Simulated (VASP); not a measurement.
# PbO (P4/nmm) in VASP: single point with LDA

Aim: the single point of PbO with LDA.

Program: VASP 6.6.1. These are calculated values, not measurements. Logs are shortened: lines on timing, memory, paths and dates and some standing lists are left out, and cuts for length are marked.

**1. The cell of the first run**

Symmetry: P4/nmm, No. 129, tetragonal system. Conventional cell: a = 4.034 Å, b = 4.034 Å, c = 4.993 Å, α = 90.00°, β = 90.00°, γ = 90.00°. Within 3.1 Å of Pb (site symmetry 4mm) lie 4 O at 2.34 Å. Within 3.1 Å of O (site symmetry -4m2) lie 4 Pb at 2.34 Å and 4 O at 2.85 Å.

**2. Single point, LDA**

Contents of POSCAR:

```
PbO
1.0
    4.0343848471      0.0000000000      0.0000000000
    0.0000000000      4.0343848471      0.0000000000
    0.0000000000      0.0000000000      4.9932162030
Pb O
2 2
Direct
    0.0000000000      0.5000000000      0.2377510646
    0.5000000000      0.0000000000      0.7622489354
    0.0000000000      0.0000000000      0.0000000000
    0.5000000000      0.5000000000      0.0000000000
```

Contents of INCAR.step1:

```
  PREC = Accurate
  ENCUT = 520
  EDIFF = 1E-6
  ISMEAR = 0
  SIGMA = 0.02
  LREAL = F
  LASPH = T
  NELM = 60
  ALGO = Normal
  ISIF = 2
  LWAVE = F
  LCHARG = T
  GGA = CA
  NBANDS = 28
```

Contents of KPOINTS.step1:

```
regular mesh
0
Gamma
  8 8 6
```

Contents of INCAR.step2:

```
  PREC = Accurate
  ENCUT = 520
  EDIFF = 1E-6
  ISMEAR = -5
  SIGMA = 0.02
  LREAL = F
  LASPH = T
  NELM = 60
  ALGO = Normal
  ISIF = 2
  LWAVE = F
  LCHARG = F
  GGA = CA
  LORBIT = 11
  NBANDS = 28
  NEDOS = 1001
  ICHARG = 11
```

Contents of KPOINTS.step2:

```
regular mesh
0
Gamma
  12 12 9
```

Potentials or basis: VASP PAW LDA potentials, release 64 (Pb_d, O).

Run with:

```bash
cat potpaw_LDA.64/Pb_d/POTCAR potpaw_LDA.64/O/POTCAR > POTCAR
cp INCAR.step1 INCAR
cp KPOINTS.step1 KPOINTS
mpirun -np 1 vasp_std > vasp.out
cp INCAR.step2 INCAR
cp KPOINTS.step2 KPOINTS
mpirun -np 1 vasp_std > vasp.out
```

OUTCAR:

```text
PREC = Accurate
   ENCUT = 520
   EDIFF = 1E-6
   ISMEAR = -5
   LREAL = F
   LASPH = T
   NELM = 60
   ISIF = 2
   GGA = CA
   LORBIT = 11
   ICHARG = 11

 ion  position               nearest neighbor table
   1  0.000  0.500  0.238-   3 2.34   4 2.34   3 2.34   4 2.34   2 3.71   2 3.71   2 3.71   2 3.71
                             2 3.87   2 3.87   2 3.87   2 3.87
   2  0.500  0.000  0.762-   3 2.34   4 2.34   4 2.34   3 2.34   1 3.71   1 3.71   1 3.71   1 3.71
                             1 3.87   1 3.87   1 3.87   1 3.87
   3  0.000  0.000  0.000-   1 2.34   2 2.34   1 2.34   2 2.34
   4  0.500  0.500  0.000-   1 2.34   2 2.34   2 2.34   1 2.34

  LATTYP: Found a simple tetragonal cell.
 ALAT       =     4.0343848471
 C/A-ratio  =     1.2376648218

  Lattice vectors:

 A1 = (   4.0343848471,   0.0000000000,   0.0000000000)
 A2 = (   0.0000000000,   4.0343848471,   0.0000000000)
 A3 = (   0.0000000000,   0.0000000000,   4.9932162030)

Analysis of symmetry for initial positions (statically):
=====================================================================
 Subroutine PRICEL returns:
 Original cell was already a primitive cell.

 Routine SETGRP: Setting up the symmetry group for a
 simple tetragonal supercell.

 Subroutine GETGRP returns: Found 16 space group operations
 (whereof  8 operations were pure point group operations)
 out of a pool of 16 trial point group operations.

The static configuration has the point symmetry D_2d.
 The point group associated with its full space group is D_4h.

Analysis of symmetry for dynamics (positions and initial velocities):
=====================================================================
 Subroutine PRICEL returns:
 Original cell was already a primitive cell.

 Routine SETGRP: Setting up the symmetry group for a
 simple tetragonal supercell.

 Subroutine GETGRP returns: Found 16 space group operations
 (whereof  8 operations were pure point group operations)
 out of a pool of 16 trial point group operations.

The dynamic configuration has the point symmetry D_2d.
 The point group associated with its full space group is D_4h.

 Subroutine INISYM returns: Found 16 space group operations
 (whereof  8 operations are pure point group operations),
 and found     1 'primitive' translations

----------------------------------------------------------------------------------------

                                     Primitive cell

  volume of cell :      81.2709

  direct lattice vectors                    reciprocal lattice vectors
     4.034384847  0.000000000  0.000000000     0.247869263  0.000000000  0.000000000
     0.000000000  4.034384847  0.000000000     0.000000000  0.247869263  0.000000000
     0.000000000  0.000000000  4.993216203     0.000000000  0.000000000  0.200271721

  length of vectors
     4.034384847  4.034384847  4.993216203     0.247869263  0.247869263  0.200271721

  position of ions in fractional coordinates (direct lattice)
     0.000000000  0.500000000  0.237751065
     0.500000000  0.000000000  0.762248935
     0.000000000  0.000000000  0.000000000
     0.500000000  0.500000000  0.000000000

  ion indices of the primitive-cell ions
   primitive index   ion index
                 1           1
                 2           2
                 3           3
                 4           4

----------------------------------------------------------------------------------------

 KPOINTS: regular mesh

Automatic generation of k-mesh.
 Grid dimensions read from file:
 generate k-points for:   12   12    9

 Generating k-lattice:

  Cartesian coordinates                     Fractional coordinates (reciprocal lattice)
     0.020655772  0.000000000  0.000000000     0.083333333  0.000000000  0.000000000
     0.000000000  0.020655772  0.000000000     0.000000000  0.083333333  0.000000000
     0.000000000  0.000000000  0.022252413     0.000000000  0.000000000  0.111111111

  Length of vectors
     0.020655772  0.020655772  0.022252413

  Shift w.r.t. Gamma in fractional coordinates (k-lattice)
     0.000000000  0.000000000  0.000000000

 TETIRR: Found   1950 inequivalent tetrahedra from     7776

 Subroutine IBZKPT returns following result:
 ===========================================

 Found    140 irreducible k-points:

 Following reciprocal coordinates:
            Coordinates               Weight
  0.000000  0.000000  0.000000      1.000000
  0.083333  0.000000  0.000000      4.000000
  0.166667  0.000000  0.000000      4.000000
  0.250000  0.000000  0.000000      4.000000
  0.333333  0.000000  0.000000      4.000000
  0.416667  0.000000  0.000000      4.000000
[... 16 lines left out ...]
  0.333333  0.333333  0.000000      4.000000
  0.416667  0.333333  0.000000      8.000000
 [... further k-points ...]
   k-points           NKPTS =    140   k-points in BZ     NKDIM =    140   number of bands    NBANDS=     28
   number of dos      NEDOS =   1001   number of ions     NIONS =      4
   total plane-waves  NPLWV =  36000
   dimension x,y,z NGX =    30 NGY =   30 NGZ =   40
   dimension x,y,z NGXF=    60 NGYF=   60 NGZF=   80
   ions per type =               2   2
   NGX,Y,Z   is equivalent  to a cutoff of  12.36, 12.36, 13.32 a.u.
   NGXF,Y,Z  is equivalent  to a cutoff of  24.72, 24.72, 26.64 a.u.
 SYSTEM =  unknown system
   PREC   = accura    normal or accurate (medium, high low for compatibility)
   ISTART =      0    job   : 0-new  1-cont  2-samecut
   ICHARG =     11    charge: 1-file 2-atom 10-const
   ISPIN  =      1    spin polarized calculation?
   LNONCOLLINEAR =      F non collinear calculations
   LSORBIT =      F    spin-orbit coupling
   LASPH  =      T    aspherical Exc in radial PAW
   ENCUT  =  520.0 eV  38.22 Ry    6.18 a.u.   7.50  7.50  9.28*2*pi/ulx,y,z
   NELM   =     60;   NELMIN=  2; NELMDL=  0     # of ELM steps
   EDIFF  = 0.1E-05   stopping-criterion for ELM
   LREAL  =      F    real-space projection
   EDIFFG = 0.1E-04   stopping-criterion for IOM
   NSW    =      0    number of steps for IOM
   IBRION =     -1    ionic relax: 0-MD 1-quasi-New 2-CG
   NFREE  =      0    steps in history (QN), initial steepest desc. (CG)
   ISIF   =      2    stress and relaxation
   ISYM   =      2    0-nonsym 1-usesym 2-fastsym
   POTIM  = 0.5000    time-step for ionic-motion
   TEBEG  =    0.0;   TEEND  =   0.0 temperature during run
   PSTRESS=    0.0 pullay stress
   NELECT =      40.0000    total number of electrons
   NUPDOWN=      -1.0000    fix difference up-down
   EMIN   =  10.00;   EMAX   =-10.00  energy-range for DOS
   EFERMI =   0.00;   METHOD = LEGACY
   ISMEAR =    -5;   SIGMA  =   0.02  broadening in eV -4-tet -1-fermi 0-gaus
   EFERMI_NEDOS =   21; number of points for ismear=-14 and -15
   IALGO  =     38    algorithm
   IMIX   =      4    mixing-type and parameters
     AMIX     =   0.40;   BMIX     =  1.00
     AMIX_MAG =   1.60;   BMIX_MAG =  1.00
  volume/ion in A,a.u.               =      20.32       137.11
  Fermi-wavevector in a.u.,A,eV,Ry     =   1.292557  2.442579 22.731315  1.670705
  Thomas-Fermi vector in A             =   2.424258
   LORBIT       =     11    0 simple, 1 ext, 2 COOP (PROOUT), +10 PAW based schemes
   GGA     = CA    functional components
   LHFCALC =     F    Hartree Fock is set to
   AEXX    =    0.0000 exact exchange contribution
   IVDW    =     0    specifies the selected vdW correction
   LEPSILON=     F    determine dielectric tensor
   LRPA    =     F    only Hartree local field effects (RPA)
 non-spin polarized calculation
 Fermi weights with tetrahedron method with Bloechl corrections
  energy-cutoff  :      520.00
  volume of cell :       81.27
 maximum number of plane-waves:      2216

 number of electron      40.0000000 magnetization

 Free energy of the ion-electron system (eV)
  ---------------------------------------------------
  ext. energy  EPLUGINS =         0.00000000
  ---------------------------------------------------
  free energy    TOTEN  =       -24.34387170 eV

  energy without entropy =      -24.34387170  energy(sigma->0) =      -24.34387170

 E-fermi :   4.5187     XC(G=0): -10.1941

 val. band max:        4.4914428179   @ k =   0.0833   0.0833   0.0000
 cond. band min:       5.6975676960   @ k =   0.5000   0.5000   0.0000
 fundamental gap:      1.2061248780
 Fermi energy:         4.5187156052

 k-point     1 :       0.0000    0.0000    0.0000
  band No.  band energies     occupation
      1     -13.3309      2.00000
      2     -12.9294      2.00000
      3     -11.3653      2.00000
      4     -11.3653      2.00000
      5     -11.3056      2.00000
      6     -11.2805      2.00000
[... 20 lines left out ...]
     27      11.9392      0.00000
     28      12.4866      0.00000

 k-point     2 :       0.0833    0.0000    0.0000
  band No.  band energies     occupation
      1     -13.3175      2.00000
      2     -12.9320      2.00000
      3     -11.3621      2.00000
      4     -11.3614      2.00000
      5     -11.3009      2.00000
      6     -11.2772      2.00000
[... 20 lines left out ...]
     27      12.0704      0.00000
     28      12.9309      0.00000

 k-point     3 :       0.1667    0.0000    0.0000
  band No.  band energies     occupation
      1     -13.2805      2.00000
      2     -12.9407      2.00000
      3     -11.3526      2.00000
      4     -11.3496      2.00000
      5     -11.2872      2.00000
      6     -11.2660      2.00000
[... 616 lines left out ...]
      3     -11.2757      2.00000
      4     -11.2599      2.00000
      5     -11.2474      2.00000
      6     -11.2101      2.00000
[... 20 lines left out ...]
     27      12.3702      0.00000
     28      13.3870      0.00000

 k-point    24 :       0.4167    0.3333    0.0000
  band No.  band energies     occupation
      1     -13.0660      2.00000
      2     -13.0226      2.00000
      3     -11.2601      2.00000
      4     -11.2552      2.00000
      5     -11.2454      2.00000
      6     -11.2078      2.00000
[... 20 lines left out ...]
     27      12.4993      0.00000
     28      13.0393      0.00000

 [... further k-points ...]

------------------------ aborting loop because EDIFF is reached ----------------------------------------

  FORCE on cell =-STRESS in cart. coord.  units (eV):
  Direction    XX          YY          ZZ          XY          YZ          ZX
  --------------------------------------------------------------------------------------
  -------------------------------------------------------------------------------------
  Total       -2.4604801     -2.4604801     -1.7380613      0.0000000      0.0000000      0.0000000
  in kB      -48.5059954    -48.5059954    -34.2642050      0.0000000      0.0000000      0.0000000
  external PRESSURE =     -43.7587319 kB  Pullay stress =       0.0000000 kB

 VOLUME and BASIS-vectors are now :
 -----------------------------------------------------------------------------
  energy-cutoff  :      520.00
  volume of cell :       81.27
      direct lattice vectors                 reciprocal lattice vectors
     4.034384847  0.000000000  0.000000000     0.247869263  0.000000000  0.000000000
     0.000000000  4.034384847  0.000000000     0.000000000  0.247869263  0.000000000
     0.000000000  0.000000000  4.993216203     0.000000000  0.000000000  0.200271721

 POSITION                                       TOTAL-FORCE (eV/Angst)
 -----------------------------------------------------------------------------------
      0.00000      2.01719      1.18714         0.000000      0.000000     -0.532265
      2.01719      0.00000      3.80607         0.000000      0.000000      0.532265
      0.00000      0.00000      0.00000         0.000000     -0.000000      0.000000
      2.01719      2.01719      0.00000         0.000000      0.000000      0.000000
 -----------------------------------------------------------------------------------
    total drift:                                0.000000      0.000000     -0.000000

  FREE ENERGIE OF THE ION-ELECTRON SYSTEM (eV)
  ---------------------------------------------------
  free  energy   TOTEN  =       -24.3438717033 eV

  energy  without entropy=      -24.3438717033  energy(sigma->0) =      -24.34387170

 total charge

# of ion       s       p       d       tot
------------------------------------------
    1        1.377   0.618   9.871  11.867
    2        1.377   0.618   9.871  11.867
    3        1.567   3.356   0.000   4.923
    4        1.567   3.356   0.000   4.923
--------------------------------------------------
tot          5.889   7.949  19.743  33.580
```

It took 1.8 min on 1 thread of Intel Xeon 6975P-C (Granite Rapids), shared host; peak memory 0.35 GiB.

What came out:

- Valence electrons inside the program's atomic spheres: Pb 11.87; O 4.92

Caveat: spin-orbit coupling is left out, which moves the levels of the heavy elements.
